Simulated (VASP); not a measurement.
**Ga2P: single point with PBE**

Ga2P:

```
Ga P
1.0
    -1.63956    1.63956    5.33466
     1.63956   -1.63956    5.33466
     1.63956    1.63956   -5.33466
Ga P
2 1
Direct
  0.34000 0.34000 0.00000
  0.66000 0.66000 0.00000
  0.00000 0.00000 0.00000
```

| Property | Result |
| --- | --- |
| Program | VASP 6.6.1 |
| Task | single point |
| Functional | PBE |
| Potentials or basis | VASP PAW PBE potentials, release 64 (Ga_d, P) |
| Cutoff | 500 eV |
| k mesh | 8 × 8 × 8 |
| Occupations | gaussian, width 0.1 eV |
| Spin | no spin polarisation |

* Pressure: -3.9 GPa
* Largest force: 0.455 eV/Å
* Band gap on the k mesh: zero (an odd number of electrons rules out a gap without spin polarisation)

Forces on the atoms (eV/Å):
```
Ga   0.000  0.000  0.455
Ga   0.000  0.000 -0.455
P    0.000  0.000  0.000
```

Stress tensor (GPa, compression positive):
```
-5.11  0.00  0.00
 0.00 -5.11  0.00
 0.00  0.00 -1.52
```

Levels at points of the mesh, in eV from the Fermi level:
| k point | band 11 | band 12 | band 13 | band 14 | band 15 | band 16 | band 17 | band 18 | band 19 | band 20 |
| --- | --- | --- | --- | --- | --- | --- | --- | --- | --- | --- |
| (0.00, 0.00, 0.00) | -12.36 | -6.85 | -6.10 | 0.36 | 0.36 | 2.12 | 2.99 | 3.95 | 3.95 | 5.60 |
| (0.50, 0.00, 0.00) | -10.01 | -7.37 | -5.20 | -4.44 | -0.61 | 0.45 | 1.60 | 5.06 | 5.84 | 5.98 |
| (0.50, 0.50, 0.00) | -8.43 | -4.45 | -3.83 | -3.78 | -2.79 | -1.67 | -0.54 | 1.19 | 1.24 | 1.74 |
| (0.50, 0.50, 0.50) | -11.94 | -9.30 | -1.29 | -0.98 | 0.06 | 0.06 | 4.58 | 5.18 | 5.98 | 5.98 |

Wall time 69 s on 1 thread of Intel(R) Xeon(R) 6975P-C (Granite Rapids) (shared host), peak memory 0.28 GiB.

Caveat: the cell stands under tension.
